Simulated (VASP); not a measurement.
# SiO2 (P4_32_12) in VASP: a series of runs

SiO2 is run at these levels: LDA; tasks: single point.

Program: VASP 6.6.1. These are calculated values, not measurements. Logs are shortened: lines on timing, memory, paths and dates and some standing lists are left out, and cuts for length are marked.

### 1 The cell of the first run

The structure is tetragonal, space group P4_32_12 (No. 96). Conventional cell: a = 4.849 Å, b = 4.849 Å, c = 6.693 Å, α = 90.00°, β = 90.00°, γ = 90.00°. Si (site symmetry 2) has 4 O at 1.61 Å within 2.1 Å. O (site symmetry 1) has 2 Si at 1.61 Å within 2.1 Å.

### 2 Single point, LDA (13.12 Å³/atom)

The input, INCAR:

```
  PREC = Accurate
  ENCUT = 520
  EDIFF = 1E-6
  ISMEAR = 0
  SIGMA = 0.02
  LREAL = F
  LASPH = T
  NELM = 80
  ALGO = Normal
  ISIF = 2
  LWAVE = F
  LCHARG = T
  LELF = T
  LVHAR = T
  NBANDS = 44
```

The input, KPOINTS:

```
Automatic mesh
0
Gamma
  6 6 4
```

The input, POSCAR:

```
SiO2
1.0
    4.8491097348      0.0000000000      0.0000000000
    0.0000000000      4.8491097348      0.0000000000
    0.0000000000      0.0000000000      6.6934454696
Si O
4 8
Direct
    0.8144264355      0.8144264355      0.5000000000
    0.6855735645      0.3144264355      0.2500000000
    0.1855735645      0.1855735645      0.0000000000
    0.3144264355      0.6855735645      0.7500000000
    0.2668981586      0.3670164614      0.8073146272
    0.1329835386      0.7668981586      0.5573146272
    0.7331018414      0.6329835386      0.3073146272
    0.8670164614      0.2331018414      0.0573146272
    0.7668981586      0.1329835386      0.4426853728
    0.6329835386      0.7331018414      0.6926853728
    0.2331018414      0.8670164614      0.9426853728
    0.3670164614      0.2668981586      0.1926853728
```

Potentials or basis: VASP PAW LDA potentials, release 64 (Si, O).

On the command line:

```bash
> cat potpaw_LDA.64/Si/POTCAR potpaw_LDA.64/O/POTCAR > POTCAR
> mpirun -np 1 vasp_std > vasp.out
```

OUTCAR:

```text
PREC = Accurate
   ENCUT = 520
   EDIFF = 1E-6
   ISMEAR = 0
   LREAL = F
   LASPH = T
   NELM = 80
   ISIF = 2

 ion  position               nearest neighbor table
   1  0.814  0.814  0.500-   6 1.61   9 1.61   7 1.61  10 1.61   2 3.01   4 3.01   2 3.01   4 3.01

   2  0.686  0.314  0.250-   7 1.61  12 1.61   9 1.61   8 1.61   1 3.01   3 3.01   1 3.01   3 3.01

   3  0.186  0.186  0.000-   8 1.61  11 1.61   5 1.61  12 1.61   2 3.01   4 3.01   4 3.01   2 3.01

   4  0.314  0.686  0.750-   5 1.61  10 1.61   6 1.61  11 1.61   1 3.01   3 3.01   3 3.01   1 3.01

   5  0.267  0.367  0.807-   4 1.61   3 1.61
   6  0.133  0.767  0.557-   1 1.61   4 1.61
   7  0.733  0.633  0.307-   2 1.61   1 1.61
   8  0.867  0.233  0.057-   3 1.61   2 1.61
   9  0.767  0.133  0.443-   1 1.61   2 1.61
  10  0.633  0.733  0.693-   4 1.61   1 1.61
  11  0.233  0.867  0.943-   3 1.61   4 1.61
  12  0.367  0.267  0.193-   2 1.61   3 1.61

  LATTYP: Found a simple tetragonal cell.
 ALAT       =     4.8491097348
 C/A-ratio  =     1.3803452253

  Lattice vectors:

 A1 = (   4.8491097348,   0.0000000000,   0.0000000000)
 A2 = (   0.0000000000,   4.8491097348,   0.0000000000)
 A3 = (   0.0000000000,   0.0000000000,   6.6934454696)

Analysis of symmetry for initial positions (statically):
=====================================================================
 Subroutine PRICEL returns:
 Original cell was already a primitive cell.

 Routine SETGRP: Setting up the symmetry group for a
 simple tetragonal supercell.

 Subroutine GETGRP returns: Found  8 space group operations
 (whereof  2 operations were pure point group operations)
 out of a pool of 16 trial point group operations.

The static configuration has the point symmetry C_2 .
 The point group associated with its full space group is D_4 .

Analysis of symmetry for dynamics (positions and initial velocities):
=====================================================================
 Subroutine PRICEL returns:
 Original cell was already a primitive cell.

 Routine SETGRP: Setting up the symmetry group for a
 simple tetragonal supercell.

 Subroutine GETGRP returns: Found  8 space group operations
 (whereof  2 operations were pure point group operations)
 out of a pool of 16 trial point group operations.

The dynamic configuration has the point symmetry C_2 .
 The point group associated with its full space group is D_4 .

 Subroutine INISYM returns: Found  8 space group operations
 (whereof  2 operations are pure point group operations),
 and found     1 'primitive' translations

----------------------------------------------------------------------------------------

                                     Primitive cell

  volume of cell :     157.3888

  direct lattice vectors                    reciprocal lattice vectors
     4.849109735  0.000000000  0.000000000     0.206223421  0.000000000  0.000000000
     0.000000000  4.849109735  0.000000000     0.000000000  0.206223421  0.000000000
     0.000000000  0.000000000  6.693445470     0.000000000  0.000000000  0.149399887

  length of vectors
     4.849109735  4.849109735  6.693445470     0.206223421  0.206223421  0.149399887

  position of ions in fractional coordinates (direct lattice)
     0.814426436  0.814426436  0.500000000
     0.685573564  0.314426436  0.250000000
     0.185573564  0.185573564  0.000000000
     0.314426436  0.685573564  0.750000000
     0.266898159  0.367016461  0.807314627
     0.132983539  0.766898159  0.557314627
     0.733101841  0.632983539  0.307314627
     0.867016461  0.233101841  0.057314627
     0.766898159  0.132983539  0.442685373
     0.632983539  0.733101841  0.692685373
     0.233101841  0.867016461  0.942685373
     0.367016461  0.266898159  0.192685373

  ion indices of the primitive-cell ions
   primitive index   ion index
                 1           1
                 2           2
                 3           3
                 4           4
                 5           5
                 6           6
                 7           7
                 8           8
                 9           9
                10          10
                11          11
                12          12

----------------------------------------------------------------------------------------

 KPOINTS: Automatic mesh

Automatic generation of k-mesh.
 Grid dimensions read from file:
 generate k-points for:    6    6    4

 Generating k-lattice:

  Cartesian coordinates                     Fractional coordinates (reciprocal lattice)
     0.034370570  0.000000000  0.000000000     0.166666667  0.000000000  0.000000000
     0.000000000  0.034370570  0.000000000     0.000000000  0.166666667  0.000000000
     0.000000000  0.000000000  0.037349972     0.000000000  0.000000000  0.250000000

  Length of vectors
     0.034370570  0.034370570  0.037349972

  Shift w.r.t. Gamma in fractional coordinates (k-lattice)
     0.000000000  0.000000000  0.000000000

 Subroutine IBZKPT returns following result:
 ===========================================

 Found     30 irreducible k-points:

 Following reciprocal coordinates:
            Coordinates               Weight
  0.000000  0.000000  0.000000      1.000000
  0.166667  0.000000  0.000000      4.000000
  0.333333  0.000000  0.000000      4.000000
  0.500000  0.000000  0.000000      2.000000
  0.166667  0.166667  0.000000      4.000000
  0.333333  0.166667  0.000000      8.000000
[... 16 lines left out ...]
  0.333333  0.000000  0.500000      4.000000
  0.500000  0.000000  0.500000      2.000000
 [... further k-points ...]
   k-points           NKPTS =     30   k-points in BZ     NKDIM =     30   number of bands    NBANDS=     44
   number of dos      NEDOS =    301   number of ions     NIONS =     12
   total plane-waves  NPLWV =  64800
   dimension x,y,z NGX =    36 NGY =   36 NGZ =   50
   dimension x,y,z NGXF=    72 NGYF=   72 NGZF=  100
   ions per type =               4   8
   NGX,Y,Z   is equivalent  to a cutoff of  12.34, 12.34, 12.42 a.u.
   NGXF,Y,Z  is equivalent  to a cutoff of  24.68, 24.68, 24.84 a.u.
 SYSTEM =  unknown system
   PREC   = accura    normal or accurate (medium, high low for compatibility)
   ISTART =      0    job   : 0-new  1-cont  2-samecut
   ICHARG =      2    charge: 1-file 2-atom 10-const
   ISPIN  =      1    spin polarized calculation?
   LNONCOLLINEAR =      F non collinear calculations
   LSORBIT =      F    spin-orbit coupling
   LASPH  =      T    aspherical Exc in radial PAW
   ENCUT  =  520.0 eV  38.22 Ry    6.18 a.u.   9.02  9.02 12.45*2*pi/ulx,y,z
   NELM   =     80;   NELMIN=  2; NELMDL= -5     # of ELM steps
   EDIFF  = 0.1E-05   stopping-criterion for ELM
   LREAL  =      F    real-space projection
   EDIFFG = 0.1E-04   stopping-criterion for IOM
   NSW    =      0    number of steps for IOM
   IBRION =     -1    ionic relax: 0-MD 1-quasi-New 2-CG
   NFREE  =      0    steps in history (QN), initial steepest desc. (CG)
   ISIF   =      2    stress and relaxation
   ISYM   =      2    0-nonsym 1-usesym 2-fastsym
   POTIM  = 0.5000    time-step for ionic-motion
   TEBEG  =    0.0;   TEEND  =   0.0 temperature during run
   PSTRESS=    0.0 pullay stress
   NELECT =      64.0000    total number of electrons
   NUPDOWN=      -1.0000    fix difference up-down
   EMIN   =  10.00;   EMAX   =-10.00  energy-range for DOS
   EFERMI =   0.00;   METHOD = LEGACY
   ISMEAR =     0;   SIGMA  =   0.02  broadening in eV -4-tet -1-fermi 0-gaus
   EFERMI_NEDOS =   21; number of points for ismear=-14 and -15
   IALGO  =     38    algorithm
   IMIX   =      4    mixing-type and parameters
     AMIX     =   0.40;   BMIX     =  1.00
     AMIX_MAG =   1.60;   BMIX_MAG =  1.00
  volume/ion in A,a.u.               =      13.12        88.51
  Fermi-wavevector in a.u.,A,eV,Ry     =   1.212859  2.291971 20.014530  1.471026
  Thomas-Fermi vector in A             =   2.348329
   LORBIT       =      0    0 simple, 1 ext, 2 COOP (PROOUT), +10 PAW based schemes
   GGA     = CA    functional components
   LHFCALC =     F    Hartree Fock is set to
   AEXX    =    0.0000 exact exchange contribution
   IVDW    =     0    specifies the selected vdW correction
   LEPSILON=     F    determine dielectric tensor
   LRPA    =     F    only Hartree local field effects (RPA)
 non-spin polarized calculation
 Gauss-broadening in eV      SIGMA  =   0.02
  energy-cutoff  :      520.00
  volume of cell :      157.39
 maximum number of plane-waves:      4272
   NGX = 19   NGY = 19   NGZ = 25

 number of electron      64.0000022 magnetization

 Free energy of the ion-electron system (eV)
  ---------------------------------------------------
  ext. energy  EPLUGINS =         0.00000000
  ---------------------------------------------------
  free energy    TOTEN  =      -103.70056476 eV

  energy without entropy =     -103.70056476  energy(sigma->0) =     -103.70056476

 E-fermi :   0.6920     XC(G=0):  -9.5181

 val. band max:        0.5191118659   @ k =   0.0000   0.0000   0.0000
 cond. band min:       6.1863085253   @ k =   0.0000   0.0000   0.0000
 fundamental gap:      5.6671966594
 Fermi energy:         0.6919579156

 k-point     1 :       0.0000    0.0000    0.0000
  band No.  band energies     occupation
      1     -18.8119      2.00000
      2     -17.8236      2.00000
      3     -17.8236      2.00000
      4     -16.5929      2.00000
      5     -16.5037      2.00000
      6     -16.5033      2.00000
[... 36 lines left out ...]
     43      12.2597      0.00000
     44      12.3880      0.00000
[... 1040 lines left out ...]
      4     -17.2671      2.00000
      5     -16.5873      2.00000
      6     -16.5873      2.00000
[... 36 lines left out ...]
     43      11.8013      0.00000
     44      11.8025      0.00000

 [... further k-points ...]

------------------------ aborting loop because EDIFF is reached ----------------------------------------

  FORCE on cell =-STRESS in cart. coord.  units (eV):
  Direction    XX          YY          ZZ          XY          YZ          ZX
  --------------------------------------------------------------------------------------
  -------------------------------------------------------------------------------------
  Total        1.5399952      1.5399952      1.3828929     -0.0000000      0.0000000      0.0000000
  in kB       15.6767555     15.6767555     14.0774947     -0.0000000      0.0000000      0.0000000
  external PRESSURE =      15.1436686 kB  Pullay stress =       0.0000000 kB

 VOLUME and BASIS-vectors are now :
 -----------------------------------------------------------------------------
  energy-cutoff  :      520.00
  volume of cell :      157.39
      direct lattice vectors                 reciprocal lattice vectors
     4.849109735  0.000000000  0.000000000     0.206223421  0.000000000  0.000000000
     0.000000000  4.849109735  0.000000000     0.000000000  0.206223421  0.000000000
     0.000000000  0.000000000  6.693445470     0.000000000  0.000000000  0.149399887

 POSITION                                       TOTAL-FORCE (eV/Angst)
 -----------------------------------------------------------------------------------
      3.94924      3.94924      3.34672         0.021047      0.021047     -0.000000
      3.32442      1.52469      1.67336        -0.021047      0.021047     -0.000000
      0.89987      0.89987      0.00000        -0.021047     -0.021047     -0.000000
      1.52469      3.32442      5.02008         0.021047     -0.021047     -0.000000
      1.29422      1.77970      5.40372         0.007015     -0.025122     -0.023478
      0.64485      3.71877      3.73036         0.025122      0.007015     -0.023478
      3.55489      3.06941      2.05699        -0.007015      0.025122     -0.023478
      4.20426      1.13034      0.38363        -0.025122     -0.007015     -0.023478
      3.71877      0.64485      2.96309         0.007015      0.025122      0.023478
      3.06941      3.55489      4.63645         0.025122     -0.007015      0.023478
      1.13034      4.20426      6.30981        -0.007015     -0.025122      0.023478
      1.77970      1.29422      1.28973        -0.025122      0.007015      0.023478
 -----------------------------------------------------------------------------------
    total drift:                               -0.000000      0.000000      0.000000

  FREE ENERGIE OF THE ION-ELECTRON SYSTEM (eV)
  ---------------------------------------------------
  free  energy   TOTEN  =      -103.7005647616 eV

  energy  without entropy=     -103.7005647616  energy(sigma->0) =     -103.70056476
```

Wall time 4.5 min (1 thread of Intel Xeon 8259CL, shared host); peak memory 0.28 GiB.

What came out:

| Quantity | Value |
| --- | --- |
| Free energy | -103.7006 eV |
| Pressure | 1.5 GPa |
| Largest force | 0.035 eV/Å |
| Band gap on the k mesh | 5.67 eV |

Forces on the atoms (eV/Å):
```
Si   0.021  0.021  0.000
Si  -0.021  0.021  0.000
Si  -0.021 -0.021  0.000
Si   0.021 -0.021  0.000
O    0.007 -0.025 -0.023
O    0.025  0.007 -0.023
O   -0.007  0.025 -0.023
O   -0.025 -0.007 -0.023
O    0.007  0.025  0.023
O    0.025 -0.007  0.023
O   -0.007 -0.025  0.023
O   -0.025  0.007  0.023
```

Stress tensor (GPa, compression positive):
```
1.57 0.00 0.00
0.00 1.57 0.00
0.00 0.00 1.41
```

Levels at points of the mesh, in eV from the valence-band top:
```tsv
k point	band 29	band 30	band 31	band 32	band 33	band 34	band 35	band 36
(0.00, 0.00, 0.00)	-0.73	-0.41	-0.41	0.00	5.67	8.65	8.65	9.38
(0.50, 0.00, 0.00)	-0.71	-0.71	-0.52	-0.52	7.80	7.80	9.06	9.06
(0.50, 0.50, 0.00)	-0.59	-0.59	-0.51	-0.51	8.65	8.65	8.70	8.70
(0.00, 0.00, 0.50)	-0.63	-0.63	-0.38	-0.38	7.03	7.03	9.07	9.07
(0.50, 0.00, 0.50)	-0.92	-0.92	-0.22	-0.22	8.19	8.19	9.07	9.07
(0.50, 0.50, 0.50)	-0.54	-0.54	-0.54	-0.54	9.10	9.10	9.10	9.10
```

A k mesh can miss the band edges.

(Part 1 of 2 ends here.)
